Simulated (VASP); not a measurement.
SnSe, 8 atoms in the cell. The typed cell holds 8 atoms: a = 11.812 Å, b = 4.208 Å, c = 4.559 Å, α = 90.00°, β = 90.00°, γ = 90.00°. 

* Program: VASP 6.6.1
* Task: single point
* Functional: PBE
* Potentials or basis: VASP PAW PBE potentials, release 64 (Sn_d, Se)
* Cutoff: 500 eV
* k mesh: 2 × 4 × 4
* Occupations: fermi-dirac, width 0.01 eV
* Spin: no spin polarisation
* Dipole correction: no
* Further INCAR settings: ALGO = Normal; EDIFF = 1e-06; NBANDS = 50

Potentials or basis: VASP PAW PBE potentials, release 64 (Sn_d, Se).

The run is started by

```bash
$ cat potpaw_PBE.64/Sn_d/POTCAR potpaw_PBE.64/Se/POTCAR > POTCAR
$ mpirun -np 1 vasp_std > vasp.out
```

Hardware: 1 thread of Intel Xeon 8259CL (shared host).

Estimate the wall time of this run.

Run time: 6.2 min on 1 thread of Intel Xeon 8259CL (shared host), peak memory 0.4 GiB. Counts: scf iterations 13, k points 20.
